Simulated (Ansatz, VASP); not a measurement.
## Li in VASP and in Ansatz

```
CELL_PARAMETERS angstrom
1.51816 -2.66078 -0.01318
-4.49108 -2.62417 -0.05832
-0.07400 -0.09261 -9.98525
ATOMIC_POSITIONS crystal
Li 0.50077 0.52338 0.49854
Li 0.00935 0.00852 0.50798
Li 0.02346 0.65150 0.74891
Li 0.48954 0.16780 0.74756
Li 0.48055 0.82658 0.25318
Li 0.01037 0.33168 0.25039
Li 0.49035 0.50172 0.00033
Li 0.99562 0.98882 0.99312
```

Change from the starting cell: cell x2, atoms moved at random (sigma 0.05 Å) and cell strained at random (1.5 %), then relaxed without symmetry.

Alike in both runs: task relaxation of cell and atoms; functional PBE; k mesh 8 × 4 × 2; occupations gaussian, width 0.2 eV; no spin polarisation.

```csv
,VASP,Ansatz
version,VASP 6.6.1,Ansatz 0.2.0
potentials or method,"VASP PAW PBE potentials, release 64 (Li_sv), cutoff 600 eV","scalar-relativistic, plane waves, PAW"
valence electrons in the cell,24,24
```

```csv
,VASP,Ansatz,Ansatz less VASP
"gap on the k mesh at the Fermi level, each at its own relaxed structure (eV)",none,none,-
relaxed volume (Å³/atom),20.09,20.24,+0.148
relaxed length of the cell vector where the two differ most in proportion (Å),9.965,10.198,+0.2322
```

A gap of «none» marks a metal or a gap that the smearing closes.

Noted on VASP's run: the cutoff is under 1.25 times that of the potentials, so the pressure is a little rough.
